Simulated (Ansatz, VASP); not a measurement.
Ta2N: VASP beside Ansatz

```
Ta N
1.0
     5.34998    0.00000    0.00000
    -2.67499    4.63322    0.00000
     0.00000    0.00000    4.88935
Ta N
6 3
Direct
  0.64355 0.64355 0.75285
  0.00000 0.35645 0.75285
  0.35645 0.00000 0.75285
  0.35645 0.35645 0.24715
  0.00000 0.64355 0.24715
  0.64355 0.00000 0.24715
  0.66667 0.33333 0.50000
  0.33333 0.66667 0.50000
  0.00000 0.00000 0.00000
```

Alike in both runs: task single point; functional PBE; k mesh 9 × 9 × 8; occupations gaussian, width 0.15 eV; no spin polarisation.

```csv
,VASP,Ansatz
version,VASP 6.6.1,Ansatz 0.2.0
potentials or method,"VASP PAW PBE potentials, release 64 (Ta_pv, N), cutoff 520 eV","scalar-relativistic, plane waves, PAW"
valence electrons in the cell,81,93
```

```tsv
	VASP	Ansatz	Ansatz less VASP
gap on the k mesh at the Fermi level (eV)	none	none	-
pressure (GPa)	4.4	3.9	-0.50
traceless stress, the component that is largest in VASP (GPa)	4.45	4.50	+0.048
rms of the force components (eV/Å)	1.408	1.404	-0.0040
```

Atom by atom the forces differ by 0.013 eV/Å (rms over components). A gap of «none» marks a metal or a gap that the smearing closes. VASP's potentials hold 81 valence electrons a cell and Ansatz's 93, so a difference there can come from the potentials and not from the codes.

Neither program's run includes spin-orbit coupling.
